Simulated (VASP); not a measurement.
# Sb (P6_3/mmc) in VASP: further runs, part 2 of 2

VASP 6.6.1.

### 4 Electric field gradients, PBE (volume scaled by 1.04)

INCAR reads:

```
ALGO = Normal ; EDIFF = 1E-8
ENCUT = 520 ; GGA = PE
ISIF = 2 ; ISMEAR = -1
LASPH = True ; LCHARG = False
LEFG = True ; LREAL = False
LWAVE = False ; NBANDS = 12
NELM = 100 ; PREC = Accurate
SIGMA = 0.05
```

KPOINTS reads:

```
k-points
0
Gamma
  12 12 7
```

POSCAR reads:

```
Sb
1.0
    3.4133342133      0.0000000000      0.0000000000
   -1.7066671067      2.9560341404      0.0000000000
    0.0000000000      0.0000000000      5.4001396224
Sb
2
Direct
    0.3333333333      0.6666666667      0.2500000000
    0.6666666667      0.3333333333      0.7500000000
```

Potentials or basis: VASP PAW PBE potentials, release 64 (Sb).

Run with:

```console
$ cat potpaw_PBE.64/Sb/POTCAR > POTCAR
$ mpirun -np 1 vasp_std > vasp.out
```

OUTCAR:

```text
EDIFF = 1E-8
   ENCUT = 520
   GGA = PE
   ISIF = 2
   ISMEAR = -1
   LASPH = True
   LREAL = False
   NELM = 100
   PREC = Accurate

 ion  position               nearest neighbor table
   1  0.333  0.667  0.250-   2 3.34   2 3.34   2 3.34   2 3.34   2 3.34   2 3.34
   2  0.667  0.333  0.750-   1 3.34   1 3.34   1 3.34   1 3.34   1 3.34   1 3.34

  LATTYP: Found a hexagonal cell.
 ALAT       =     3.4133342133
 C/A-ratio  =     1.5820717471

  Lattice vectors:

 A1 = (   3.4133342133,   0.0000000000,   0.0000000000)
 A2 = (  -1.7066671067,   2.9560341404,   0.0000000000)
 A3 = (   0.0000000000,   0.0000000000,   5.4001396224)

Analysis of symmetry for initial positions (statically):
=====================================================================
 Subroutine PRICEL returns:
 Original cell was already a primitive cell.

 Routine SETGRP: Setting up the symmetry group for a
 hexagonal supercell.

 Subroutine GETGRP returns: Found 24 space group operations
 (whereof 12 operations were pure point group operations)
 out of a pool of 24 trial point group operations.

The static configuration has the point symmetry D_3d.
 The point group associated with its full space group is D_6h.

Analysis of symmetry for dynamics (positions and initial velocities):
=====================================================================
 Subroutine PRICEL returns:
 Original cell was already a primitive cell.

 Routine SETGRP: Setting up the symmetry group for a
 hexagonal supercell.

 Subroutine GETGRP returns: Found 24 space group operations
 (whereof 12 operations were pure point group operations)
[... 507 lines left out ...]
      3       4.3153      2.00000
      4       5.6828      2.00000
      5       7.3596      2.00000
      6       9.1031      0.00000
      7      10.8471      0.00000
      8      12.0936      0.00000
      9      13.3226      0.00000
     10      15.4919      0.00000
     11      17.2649      0.00000
     12      18.0900      0.00000

 [... further k-points ...]

------------------------ aborting loop because EDIFF is reached ----------------------------------------

  FORCE on cell =-STRESS in cart. coord.  units (eV):
  Direction    XX          YY          ZZ          XY          YZ          ZX
  --------------------------------------------------------------------------------------
  -------------------------------------------------------------------------------------
  Total        0.1959969      0.1959969     -0.1639176     -0.0000000      0.0000000     -0.0000000
  in kB        5.7632391      5.7632391     -4.8199548     -0.0000000      0.0000000     -0.0000000
  external PRESSURE =       2.2355078 kB  Pullay stress =       0.0000000 kB

 VOLUME and BASIS-vectors are now :
 -----------------------------------------------------------------------------
  energy-cutoff  :      520.00
  volume of cell :       54.49
      direct lattice vectors                 reciprocal lattice vectors
     3.413334213  0.000000000  0.000000000     0.292968674  0.169145543  0.000000000
    -1.706667107  2.956034140  0.000000000     0.000000000  0.338291086  0.000000000
     0.000000000  0.000000000  5.400139622     0.000000000  0.000000000  0.185180397

 POSITION                                       TOTAL-FORCE (eV/Angst)
 -----------------------------------------------------------------------------------
     -0.00000      1.97069      1.35003         0.000000      0.000000      0.000000
      1.70667      0.98534      4.05010        -0.000000     -0.000000      0.000000
 -----------------------------------------------------------------------------------
    total drift:                               -0.000000      0.000000      0.000000

  FREE ENERGIE OF THE ION-ELECTRON SYSTEM (eV)
  ---------------------------------------------------
  free  energy   TOTEN  =        -7.7288028381 eV

  energy  without entropy=       -7.7185653797  energy(sigma->0) =       -7.72368411

 Electric field gradients (V/A^2)
---------------------------------------------------------------------
 ion       V_xx      V_yy      V_zz      V_xy      V_xz      V_yz
---------------------------------------------------------------------
   1     -11.205   -11.205    22.411     0.000     0.000    -0.000
   2     -11.205   -11.205    22.411     0.000    -0.000     0.000
---------------------------------------------------------------------

 Electric field gradients after diagonalization (V/A^2)
 (convention: |V_zz| > |V_xx| > |V_yy|)
----------------------------------------------------------------------
 ion       V_xx      V_yy      V_zz     asymmetry (V_yy - V_xx)/ V_zz
----------------------------------------------------------------------
   1     -11.206   -11.205    22.411       0.000
   2     -11.206   -11.205    22.411       0.000
----------------------------------------------------------------------

           NMR quadrupolar parameters

 Cq : quadrupolar parameter    Cq=e*Q*V_zz/h
 eta: asymmetry parameters     (V_yy - V_xx)/ V_zz
 Q  : nuclear electric quadrupole moment in mb (millibarn)
----------------------------------------------------------------------
 ion       Cq(MHz)       eta       Q (mb)
----------------------------------------------------------------------
   1       0.054       0.000       1.000
   2       0.054       0.000       1.000
----------------------------------------------------------------------
```

OSZICAR:

```text
N       E                     dE             d eps       ncg     rms          rms(c)
DAV:   1     0.325822367907E+02    0.32582E+02   -0.35832E+03  1824   0.661E+02
DAV:   2    -0.609176020174E+01   -0.38674E+02   -0.37475E+02  2412   0.107E+02
DAV:   3    -0.772526538079E+01   -0.16335E+01   -0.16158E+01  2308   0.242E+01
DAV:   4    -0.773743589077E+01   -0.12171E-01   -0.12167E-01  2060   0.255E+00
DAV:   5    -0.773756633980E+01   -0.13045E-03   -0.13045E-03  2184   0.290E-01    0.236E+00
DAV:   6    -0.773173824771E+01    0.58281E-02   -0.37115E-03  2040   0.318E-01    0.134E+00
DAV:   7    -0.772876179050E+01    0.29765E-02   -0.73061E-03  1968   0.448E-01    0.520E-02
DAV:   8    -0.772880277404E+01   -0.40984E-04   -0.13485E-04  2196   0.819E-02    0.140E-02
DAV:   9    -0.772880417123E+01   -0.13972E-05   -0.32188E-06  2088   0.131E-02    0.286E-03
DAV:  10    -0.772880331589E+01    0.85534E-06   -0.26234E-07  2080   0.323E-03    0.257E-03
DAV:  11    -0.772880277883E+01    0.53707E-06   -0.10585E-08  1564   0.770E-04    0.190E-04
DAV:  12    -0.772880283563E+01   -0.56807E-07   -0.11675E-09  1128   0.254E-04    0.229E-05
DAV:  13    -0.772880283812E+01   -0.24878E-08   -0.23345E-10  1056   0.118E-04
   1 F= -.77288028E+01 E0= -.77236841E+01  d E =-.102375E-01
```

It took 31 s on 1 thread of Intel Xeon 6975P-C, shared host; peak memory 0.2 GiB.

Results:

- Free energy: -7.7288 eV
- Pressure: 0.2 GPa
- Band gap on the k mesh: zero (band 5 reaches 12.20 eV, above the bottom of band 6 at 5.58 eV)

Electric field gradients, principal values (V/Å²):
| atom | least | middle | greatest (by size) |
| --- | --- | --- | --- |
| 1 Sb | -11.205 | -11.206 | 22.411 |
| 2 Sb | -11.205 | -11.206 | 22.411 |

Caveat: without QUAD_EFG the Cq values of the log hold for a quadrupole moment of 1 mb, not for the nuclei; spin-orbit coupling is left out, which moves the levels of the heavy elements.
